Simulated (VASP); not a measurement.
## Sb: electric field gradients with PBEsol

Crystal: Sb.

```
Sb
1.0
     0.00000    2.29729    2.29729
     2.29729    0.00000    2.29729
     2.29729    2.29729    0.00000
Sb
1
Direct
  0.00000 0.00000 0.00000
```

This cell differs from its parent crystal: volume scaled by 0.99.

```yaml
Program: VASP 6.6.1
Task: electric field gradients
Functional: PBEsol
Potentials_or_basis: VASP PAW PBE potentials, release 64 (Sb)
Cutoff: 520 eV
k_mesh: 12 × 12 × 12
Occupations: fermi-dirac, width 0.05 eV
Spin: no spin polarisation
Dipole_correction: no
Further_INCAR_settings: ALGO = Normal; EDIFF = 1e-08; NBANDS = 8
```

The pressure is 6.1 GPa.

Levels at points of the mesh, in eV from the Fermi level:
```csv
k point,band 1,band 2,band 3,band 4,band 5,band 6
"(0.00, 0.00, 0.00)",-13.87,6.06,6.06,6.06,10.17,10.29
"(0.50, 0.00, 0.00)",-9.50,-6.59,4.09,4.09,8.84,9.34
"(0.50, 0.50, 0.00)",-7.56,-5.58,0.33,0.33,4.18,4.52
```

Wall time 5.7 s on 1 thread of Intel Xeon 6975P-C (shared host), peak memory 0.14 GiB.

Caveat: without QUAD_EFG the Cq values of the log hold for a quadrupole moment of 1 mb, not for the nuclei; the PAW data sets were made with another functional, which shifts forces and pressure a little; spin-orbit coupling is left out, which moves the levels of the heavy elements.
